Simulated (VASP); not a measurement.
Write the native input for VASP 6.6.1 that does the following.

```
Task                   : single point
Functional             : PBEsol
Potentials or basis    : VASP PAW PBE potentials, release 64 (Cs_sv)
Cutoff                 : 520 eV
k mesh                 : 8 × 8 × 5
Occupations            : fermi-dirac, width 0.08 eV
Spin                   : no spin polarisation
Dipole correction      : no
Further INCAR settings : ALGO = Normal; EDIFF = 1e-06; NBANDS = 16
```

The structure of Cs lies in POSCAR:

```
Cs
1.0
    4.3422535914      0.0000000000      0.0000000000
   -2.1711267957      3.7605019198      0.0000000000
    0.0000000000      0.0000000000      7.0344508181
Cs
2
Direct
    0.3333333333      0.6666666667      0.2500000000
    0.6666666667      0.3333333333      0.7500000000
```

The input as run:

INCAR

```
SYSTEM = Cs
PREC = Accurate
ENCUT = 520
EDIFF = 1E-6
ISMEAR = -1
SIGMA = 0.08
LREAL = .FALSE.
LASPH = .TRUE.
NELM = 80
ALGO = Normal
ISIF = 2
LWAVE = .FALSE.
LCHARG = .FALSE.
GGA = PS
NBANDS = 16
```

KPOINTS

```
Automatic mesh
0
G
  8 8 5
  0 0 0
```

Potentials or basis: VASP PAW PBE potentials, release 64 (Cs_sv).

The run is started by

```sh
$ cat potpaw_PBE.64/Cs_sv/POTCAR > POTCAR
$ mpirun -np 1 vasp_std > vasp.out
```

It gave:

```yaml
Pressure: 2.9 GPa
Band_gap_on_the_k_mesh: zero (band 9 reaches 3.08 eV, above the bottom of band 10 at 2.02 eV)
```

Caveat: the PAW data sets were made with another functional, which shifts forces and pressure a little; spin-orbit coupling is left out, which moves the levels of the heavy elements.

Run time: 16 s on 1 thread of Intel(R) Xeon(R) 6975P-C (Granite Rapids), with other jobs on the host, peak memory 0.23 GiB.
